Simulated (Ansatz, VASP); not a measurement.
# Two plane-wave programs on NaB

File INCAR:

```
PREC = Accurate
ENCUT = 500
EDIFF = 1E-6
ISMEAR = 0
SIGMA = 0.1
LREAL = F
LASPH = T
NELM = 120
ALGO = Normal
ISIF = 2
LWAVE = F
LCHARG = T
GGA = RE
LELF = T
LVHAR = T
NBANDS = 12
GGA_COMPAT = F
```

Contents of KPOINTS:

```
Automatic mesh
0
Gamma
  8 8 8
```

POSCAR

```
NaB
1.0
    0.0000000000      2.6838690000      2.6838690000
    2.6838690000      0.0000000000      2.6838690000
    2.6838690000      2.6838690000      0.0000000000
Na B
1 1
Direct
    0.0000000000      0.0000000000      0.0000000000
    0.5000000000      0.5000000000      0.5000000000
```

Input for Ansatz:

```yaml
crystal:
  lattice:
    - [0.0, 2.683869, 2.683869]
    - [2.683869, 0.0, 2.683869]
    - [2.683869, 2.683869, 0.0]
  atoms:
    - { symbol: Na, position: [0.0, 0.0, 0.0] }
    - { symbol: B, position: [0.5, 0.5, 0.5] }
basis:
  ecutwfc: 420
kpoints:
  mp_grid: { grid: [8, 8, 8] }
hamiltonian:
  xc: revpbe
scf:
  occupations: { method: gaussian, width: 0.1 }
output:
  forces: true
  stress: true
  eigenvalues: true
```

Alike in both runs: task single point; functional revPBE; k mesh 8 × 8 × 8; occupations gaussian, width 0.1 eV; no spin polarisation.

```csv
,VASP,Ansatz
version,VASP 6.6.1,Ansatz 0.2.0
potentials or method,"VASP PAW PBE potentials, release 64 (Na_pv, B), cutoff 500 eV","scalar-relativistic, plane waves, PAW"
valence electrons in the cell,10,12
```

|  | VASP | Ansatz | Ansatz less VASP |
| --- | --- | --- | --- |
| gap on the k mesh at the Fermi level (eV) | none | none | - |
| pressure (GPa) | 1.3 | 1.3 | +0.03 |

VASP's potentials were made for PBE, not for revPBE. A gap of «none» marks a metal or a gap that the smearing closes. VASP's potentials hold 10 valence electrons a cell and Ansatz's 12, so a difference there can come from the potentials and not from the codes.
